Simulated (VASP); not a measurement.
# Re (Fd-3m) in VASP: further runs

Re is run at these levels: PBE; tasks: single point.

Program: VASP 6.6.1. These are calculated values, not measurements. Logs are shortened: lines on timing, memory, paths and dates and some standing lists are left out, and cuts for length are marked.

## (1) The cell of the first run

Symmetry: Fd-3m, No. 227, cubic system. The conventional cell has a = 5.576 Å, b = 5.576 Å, c = 5.576 Å, α = 90.00°, β = 90.00°, γ = 90.00°. Re (site symmetry -43m) has 4 Re at 2.41 Å within 3.2 Å.

This isn't the form of Re at room conditions, which is hcp.

## (2) Single point, PBE (21.67 Å³/atom)

INCAR reads:

```
SYSTEM = Re
  PREC = Accurate
  ENCUT = 520
  EDIFF = 1E-6
  ISMEAR = -1
  SIGMA = 0.1
  LREAL = .False.
  LASPH = .True.
  NELM = 100
  ALGO = Normal
  ISIF = 2
  LWAVE = .False.
  LCHARG = .False.
  GGA = PE
  NBANDS = 14
```

KPOINTS reads:

```
regular mesh
0
Gamma
  16 16 16
  0 0 0
```

POSCAR reads:

```
Re
1.0
    0.0000000000      2.7877749542      2.7877749542
    2.7877749542      0.0000000000      2.7877749542
    2.7877749542      2.7877749542      0.0000000000
Re
2
Direct
    0.1250000000      0.1250000000      0.1250000000
    0.8750000000      0.8750000000      0.8750000000
```

Potentials or basis: VASP PAW PBE potentials, release 64 (Re).

Started as:

```sh
cat potpaw_PBE.64/Re/POTCAR > POTCAR
mpirun -np 1 vasp_std > vasp.out
```

OUTCAR:

```text
SYSTEM = Re
   PREC = Accurate
   ENCUT = 520
   EDIFF = 1E-6
   ISMEAR = -1
   LREAL = .False.
   LASPH = .True.
   NELM = 100
   ISIF = 2
   GGA = PE

 ion  position               nearest neighbor table
   1  0.125  0.125  0.125-   2 2.41   2 2.41   2 2.41   2 2.41
   2  0.875  0.875  0.875-   1 2.41   1 2.41   1 2.41   1 2.41

  LATTYP: Found a face centered cubic cell.
 ALAT       =     5.5755499084

  Lattice vectors:

 A1 = (   0.0000000000,   2.7877749542,   2.7877749542)
 A2 = (   2.7877749542,   0.0000000000,   2.7877749542)
 A3 = (   2.7877749542,   2.7877749542,   0.0000000000)

Analysis of symmetry for initial positions (statically):
=====================================================================
 Subroutine PRICEL returns:
 Original cell was already a primitive cell.

 Routine SETGRP: Setting up the symmetry group for a
 face centered cubic supercell.

 Subroutine GETGRP returns: Found 48 space group operations
 (whereof 12 operations were pure point group operations)
 out of a pool of 48 trial point group operations.

The static configuration has the point symmetry D_3d.
 The point group associated with its full space group is O_h .

Analysis of symmetry for dynamics (positions and initial velocities):
=====================================================================
 Subroutine PRICEL returns:
 Original cell was already a primitive cell.

 Routine SETGRP: Setting up the symmetry group for a
 face centered cubic supercell.

 Subroutine GETGRP returns: Found 48 space group operations
 (whereof 12 operations were pure point group operations)
 out of a pool of 48 trial point group operations.

The dynamic configuration has the point symmetry D_3d.
 The point group associated with its full space group is O_h .

 Subroutine INISYM returns: Found 48 space group operations
 (whereof 12 operations are pure point group operations),
 and found     1 'primitive' translations

----------------------------------------------------------------------------------------

                                     Primitive cell

  volume of cell :      43.3314

  direct lattice vectors                    reciprocal lattice vectors
     0.000000000  2.787774954  2.787774954    -0.179354506  0.179354506  0.179354506
     2.787774954  0.000000000  2.787774954     0.179354506 -0.179354506  0.179354506
     2.787774954  2.787774954  0.000000000     0.179354506  0.179354506 -0.179354506

  length of vectors
     3.942509149  3.942509149  3.942509149     0.310651117  0.310651117  0.310651117

  position of ions in fractional coordinates (direct lattice)
     0.125000000  0.125000000  0.125000000
     0.875000000  0.875000000  0.875000000

  ion indices of the primitive-cell ions
   primitive index   ion index
                 1           1
                 2           2

----------------------------------------------------------------------------------------

 KPOINTS: regular mesh

Automatic generation of k-mesh.
 Grid dimensions read from file:
 generate k-points for:   16   16   16

 Generating k-lattice:

  Cartesian coordinates                     Fractional coordinates (reciprocal lattice)
    -0.011209657  0.011209657  0.011209657     0.062500000  0.000000000  0.000000000
     0.011209657 -0.011209657  0.011209657     0.000000000  0.062500000  0.000000000
     0.011209657  0.011209657 -0.011209657     0.000000000  0.000000000  0.062500000

  Length of vectors
     0.019415695  0.019415695  0.019415695

  Shift w.r.t. Gamma in fractional coordinates (k-lattice)
     0.000000000  0.000000000  0.000000000

 Subroutine IBZKPT returns following result:
 ===========================================

 Found    145 irreducible k-points:

 Following reciprocal coordinates:
            Coordinates               Weight
  0.000000  0.000000  0.000000      1.000000
  0.062500  0.000000  0.000000      8.000000
  0.125000  0.000000  0.000000      8.000000
  0.187500  0.000000  0.000000      8.000000
  0.250000  0.000000  0.000000      8.000000
  0.312500  0.000000  0.000000      8.000000
[... 16 lines left out ...]
 -0.125000  0.062500  0.000000     24.000000
 -0.062500  0.062500  0.000000     12.000000
 [... further k-points ...]
   k-points           NKPTS =    145   k-points in BZ     NKDIM =    145   number of bands    NBANDS=     14
   number of dos      NEDOS =    301   number of ions     NIONS =      2
   total plane-waves  NPLWV =  27000
   dimension x,y,z NGX =    30 NGY =   30 NGZ =   30
   dimension x,y,z NGXF=    60 NGYF=   60 NGZF=   60
   ions per type =               2
   NGX,Y,Z   is equivalent  to a cutoff of  12.65, 12.65, 12.65 a.u.
   NGXF,Y,Z  is equivalent  to a cutoff of  25.30, 25.30, 25.30 a.u.
 SYSTEM =  Re
   PREC   = accura    normal or accurate (medium, high low for compatibility)
   ISTART =      0    job   : 0-new  1-cont  2-samecut
   ICHARG =      2    charge: 1-file 2-atom 10-const
   ISPIN  =      1    spin polarized calculation?
   LNONCOLLINEAR =      F non collinear calculations
   LSORBIT =      F    spin-orbit coupling
   LASPH  =      T    aspherical Exc in radial PAW
   ENCUT  =  520.0 eV  38.22 Ry    6.18 a.u.   7.33  7.33  7.33*2*pi/ulx,y,z
   NELM   =    100;   NELMIN=  2; NELMDL= -5     # of ELM steps
   EDIFF  = 0.1E-05   stopping-criterion for ELM
   LREAL  =      F    real-space projection
   EDIFFG = 0.1E-04   stopping-criterion for IOM
   NSW    =      0    number of steps for IOM
   IBRION =     -1    ionic relax: 0-MD 1-quasi-New 2-CG
   NFREE  =      0    steps in history (QN), initial steepest desc. (CG)
   ISIF   =      2    stress and relaxation
   ISYM   =      2    0-nonsym 1-usesym 2-fastsym
   POTIM  = 0.5000    time-step for ionic-motion
   TEBEG  =    0.0;   TEEND  =   0.0 temperature during run
   PSTRESS=    0.0 pullay stress
   NELECT =      14.0000    total number of electrons
   NUPDOWN=      -1.0000    fix difference up-down
   EMIN   =  10.00;   EMAX   =-10.00  energy-range for DOS
   EFERMI =   0.00;   METHOD = LEGACY
   ISMEAR =    -1;   SIGMA  =   0.10  broadening in eV -4-tet -1-fermi 0-gaus
   EFERMI_NEDOS =   21; number of points for ismear=-14 and -15
   IALGO  =     38    algorithm
   IMIX   =      4    mixing-type and parameters
     AMIX     =   0.40;   BMIX     =  1.00
     AMIX_MAG =   1.60;   BMIX_MAG =  1.00
  volume/ion in A,a.u.               =      21.67       146.21
  Fermi-wavevector in a.u.,A,eV,Ry     =   1.123354  2.122830 17.169508  1.261923
  Thomas-Fermi vector in A             =   2.260019
   LORBIT       =      0    0 simple, 1 ext, 2 COOP (PROOUT), +10 PAW based schemes
   GGA     = PE    functional components
   LHFCALC =     F    Hartree Fock is set to
   AEXX    =    0.0000 exact exchange contribution
   IVDW    =     0    specifies the selected vdW correction
   LEPSILON=     F    determine dielectric tensor
   LRPA    =     F    only Hartree local field effects (RPA)
 non-spin polarized calculation
  energy-cutoff  :      520.00
  volume of cell :       43.33
 maximum number of plane-waves:      1211
 NGX is ok and might be reduce to    30
   NGX = 15   NGY = 15   NGZ = 15

 number of electron      13.9999999 magnetization

 Free energy of the ion-electron system (eV)
  ---------------------------------------------------
  ext. energy  EPLUGINS =         0.00000000
  ---------------------------------------------------
  free energy    TOTEN  =       -21.73774749 eV

  energy without entropy =      -21.69386430  energy(sigma->0) =      -21.71580589

 E-fermi :   3.7770     XC(G=0): -11.1895

 val. band max:        3.7584166168   @ k =   0.5000   0.5000   0.0000
 cond. band min:       3.7812250243   @ k =  -0.3750   0.4375   0.1250
 fundamental gap:      0.0228084075
 Fermi energy:         3.7770187521

 k-point     1 :       0.0000    0.0000    0.0000
  band No.  band energies     occupation
      1      -3.2335      2.00000
      2       0.6189      2.00000
      3       0.6189      2.00000
      4       1.4570      2.00000
      5       1.4570      2.00000
      6       1.4570      2.00000
      7       4.4489      0.00241
      8       4.4489      0.00241
      9       4.4489      0.00241
     10       8.1017      0.00000
     11       8.1017      0.00000
     12      15.1383      0.00000
     13      15.4555      0.00000
     14      16.7000      0.00000

 k-point     2 :       0.0625    0.0000    0.0000
  band No.  band energies     occupation
      1      -3.1588      2.00000
      2       0.5739      2.00000
      3       0.5739      2.00000
      4       1.4451      2.00000
      5       1.5359      2.00000
      6       1.5359      2.00000
      7       4.3402      0.00714
      8       4.4347      0.00278
      9       4.4347      0.00278
     10       8.0920      0.00000
     11       8.0920      0.00000
     12      14.8927      0.00000
     13      15.5543      0.00000
     14      16.7330      0.00000

 k-point     3 :       0.1250    0.0000    0.0000
  band No.  band energies     occupation
      1      -2.9394      2.00000
      2       0.4901      2.00000
      3       0.4901      2.00000
      4       1.4128      2.00000
      5       1.7060      2.00000
      6       1.7060      2.00000
      7       4.0451      0.12825
      8       4.4104      0.00354
      9       4.4104      0.00354
     10       8.0597      0.00000
     11       8.0597      0.00000
     12      14.4590      0.00000
     13      15.3628      0.00000
     14      16.7925      0.00000
[... 324 lines left out ...]
 k-point    23 :      -0.1250    0.0625    0.0000
  band No.  band energies     occupation
      1      -2.7718      2.00000
      2       0.3193      2.00000
      3       0.5945      2.00000
      4       1.4189      2.00000
      5       1.6271      2.00000
      6       1.9368      2.00000
      7       3.8242      0.76819
      8       4.2867      0.01216
      9       4.5607      0.00079
     10       7.8406      0.00000
     11       8.2000      0.00000
     12      14.2499      0.00000
     13      15.0488      0.00000
     14      16.1218      0.00000

 k-point    24 :      -0.0625    0.0625    0.0000
  band No.  band energies     occupation
      1      -3.0356      2.00000
      2       0.4347      2.00000
      3       0.6115      2.00000
      4       1.4606      2.00000
      5       1.5223      2.00000
      6       1.7216      2.00000
      7       4.1399      0.05173
      8       4.3633      0.00567
      9       4.5069      0.00135
     10       7.9794      0.00000
     11       8.1630      0.00000
     12      14.6424      0.00000
     13      15.6416      0.00000
     14      16.5554      0.00000

 [... further k-points ...]

------------------------ aborting loop because EDIFF is reached ----------------------------------------

  FORCE on cell =-STRESS in cart. coord.  units (eV):
  Direction    XX          YY          ZZ          XY          YZ          ZX
  --------------------------------------------------------------------------------------
  -------------------------------------------------------------------------------------
  Total        1.5982510      1.5982510      1.5982510      0.0000000      0.0000000     -0.0000000
  in kB       59.0952300     59.0952300     59.0952300      0.0000000      0.0000000     -0.0000000
  external PRESSURE =      59.0952300 kB  Pullay stress =       0.0000000 kB

 VOLUME and BASIS-vectors are now :
 -----------------------------------------------------------------------------
  energy-cutoff  :      520.00
  volume of cell :       43.33
      direct lattice vectors                 reciprocal lattice vectors
     0.000000000  2.787774954  2.787774954    -0.179354506  0.179354506  0.179354506
     2.787774954  0.000000000  2.787774954     0.179354506 -0.179354506  0.179354506
     2.787774954  2.787774954  0.000000000     0.179354506  0.179354506 -0.179354506

 POSITION                                       TOTAL-FORCE (eV/Angst)
 -----------------------------------------------------------------------------------
      0.69694      0.69694      0.69694        -0.000000     -0.000000     -0.000000
      4.87861      4.87861      4.87861         0.000000      0.000000      0.000000
 -----------------------------------------------------------------------------------
    total drift:                               -0.000000      0.000000      0.000000

  FREE ENERGIE OF THE ION-ELECTRON SYSTEM (eV)
  ---------------------------------------------------
  free  energy   TOTEN  =       -21.7377474899 eV

  energy  without entropy=      -21.6938642989  energy(sigma->0) =      -21.71580589
```

It took 52 s on 1 thread of Intel Xeon Platinum 8488C (Sapphire Rapids), shared host; peak memory 0.22 GiB.

What came out:

```yaml
Free_energy: -21.7377 eV
Pressure: 5.9 GPa
Band_gap_on_the_k_mesh: zero (bands 7 and 8 overlap by 1.51 eV)
```

Levels at points of the mesh, in eV from the Fermi level:
| k point | band 3 | band 4 | band 5 | band 6 | band 7 | band 8 | band 9 | band 10 | band 11 | band 12 |
| --- | --- | --- | --- | --- | --- | --- | --- | --- | --- | --- |
| (0.00, 0.00, 0.00) | -3.16 | -2.32 | -2.32 | -2.32 | 0.67 | 0.67 | 0.67 | 4.32 | 4.32 | 11.36 |
| (0.50, 0.00, 0.00) | -2.84 | -2.84 | -2.56 | -2.56 | -0.89 | 1.80 | 1.80 | 3.43 | 3.43 | 4.21 |
| (0.50, 0.50, 0.00) | -2.49 | -2.49 | -1.92 | -1.92 | -0.02 | -0.02 | 3.82 | 3.82 | 4.75 | 4.75 |

Caveat: the cell stands under pressure; spin-orbit coupling is left out, which moves the levels of the heavy elements.

## (3) Single point, PBE

This run uses another cell than the first one, of 22.57 Å³/atom.

INCAR reads:

```
SYSTEM = Re
PREC = Accurate ; ENCUT = 520
EDIFF = 1E-6 ; ISMEAR = -1
SIGMA = 0.1 ; LREAL = .False.
LASPH = .True. ; NELM = 100
ALGO = Normal ; ISIF = 2
LWAVE = .False. ; LCHARG = .True.
GGA = PE ; LELF = .True.
LVHAR = .True. ; NBANDS = 14
```

KPOINTS reads:

```
Automatic mesh
0
Gamma
  16 16 16
  0 0 0
```

POSCAR reads:

```
Re
1.0
    0.0000000000      2.8259683983      2.8259683983
    2.8259683983      0.0000000000      2.8259683983
    2.8259683983      2.8259683983      0.0000000000
Re
2
Direct
    0.1250000000      0.1250000000      0.1250000000
    0.8750000000      0.8750000000      0.8750000000
```

Potentials or basis: VASP PAW PBE potentials, release 64 (Re).

Started as:

```sh
cat potpaw_PBE.64/Re/POTCAR > POTCAR
mpirun -np 1 vasp_std > vasp.out
```

Run time: 67 s. Hardware: 1 thread of Intel Xeon Platinum 8488C (Sapphire Rapids), shared host; peak memory 0.22 GiB.

It converged, with:

```yaml
Free_energy: -21.7608 eV
Pressure: -1.7 GPa
Band_gap_on_the_k_mesh: zero (bands 7 and 8 overlap by 1.45 eV)
```

Levels at points of the mesh, in eV from the Fermi level:
```
           k point  band 3  band 4  band 5  band 6  band 7  band 8  band 9  band 10  band 11  band 12
(0.00, 0.00, 0.00)   -2.97   -2.24   -2.24   -2.24    0.64    0.64    0.64     4.08     4.08    11.20
(0.50, 0.00, 0.00)   -2.67   -2.67   -2.45   -2.45   -0.89    1.69    1.69     3.25     3.25     4.03
(0.50, 0.50, 0.00)   -2.38   -2.38   -1.94   -1.94    0.01    0.01    3.63     3.63     4.60     4.60
```

Caveat: spin-orbit coupling is left out, which moves the levels of the heavy elements.

## (4) Single point, PBE (23.47 Å³/atom)

This run uses another cell than the first one, of 23.47 Å³/atom.

INCAR reads:

```
ALGO     = Normal         # electronic algorithm
EDIFF    = 1E-7           # SCF threshold, eV
ENCUT    = 520            # plane-wave cutoff, eV
GGA      = PE             # functional
ISIF     = 2              # what is computed and relaxed
ISMEAR   = -1             # smearing method
LASPH    = True           # aspherical terms in the spheres
LCHARG   = False          # write CHGCAR
LREAL    = False          # projectors in reciprocal space
LWAVE    = False          # write WAVECAR
NBANDS   = 14             # bands
NELM     = 60             # most SCF steps
PREC     = Accurate       # precision mode
SIGMA    = 0.1            # smearing width, eV
```

KPOINTS reads:

```
k-points
0
Gamma
  16 16 16
```

POSCAR reads:

```
Re
1.0
    0.0000000000      2.8631564576      2.8631564576
    2.8631564576      0.0000000000      2.8631564576
    2.8631564576      2.8631564576      0.0000000000
Re
2
Direct
    0.1250000000      0.1250000000      0.1250000000
    0.8750000000      0.8750000000      0.8750000000
```

Started as:

```sh
cat potpaw_PBE.64/Re/POTCAR > POTCAR
mpirun -np 1 vasp_std > vasp.out
```

Wall time 90 s (1 thread of Intel Xeon Platinum 8488C (Sapphire Rapids), shared host); peak memory 0.23 GiB.

The run converged. Its results:

```
Free energy            : -21.7066 eV
Pressure               : -7.8 GPa
Band gap on the k mesh : zero (bands 7 and 8 overlap by 1.38 eV)
```

Levels at points of the mesh, in eV from the Fermi level:
```
           k point  band 4  band 5  band 6  band 7  band 8  band 9  band 10  band 11
(0.00, 0.00, 0.00)   -2.16   -2.16   -2.16    0.61    0.61    0.61     3.85     3.85
(0.50, 0.00, 0.00)   -2.52   -2.34   -2.34   -0.88    1.60    1.60     3.08     3.08
(0.50, 0.50, 0.00)   -2.28   -1.95   -1.95    0.03    0.03    3.45     3.45     4.39
```

Caveat: the cell stands under tension; spin-orbit coupling is left out, which moves the levels of the heavy elements.

## (5) The runs side by side

```tsv
cell	gap on the mesh (eV)	pressure (GPa)
a = 3.943 Å, angles 60.0°, 2 atoms	none	5.9
a = 3.997 Å, angles 60.0°, 2 atoms	none	-1.7
a = 4.049 Å, angles 60.0°, 2 atoms	none	-7.8
```

Alike in all rows: task single point; level PBE; potentials or basis VASP PAW PBE potentials, release 64 (Re); no spin polarisation; k mesh 16 × 16 × 16; cutoff (eV) 520; smearing fermi-dirac 0.1 eV.

Caveats: spin-orbit coupling is left out, which moves the levels of the heavy elements; the cell stands under pressure (at least some runs); the cell stands under tension (at least some runs).

Absolute energies hang on the potentials; compare differences alone.

The gap in the log of VASP goes by the Fermi energy; the results here count the filled bands.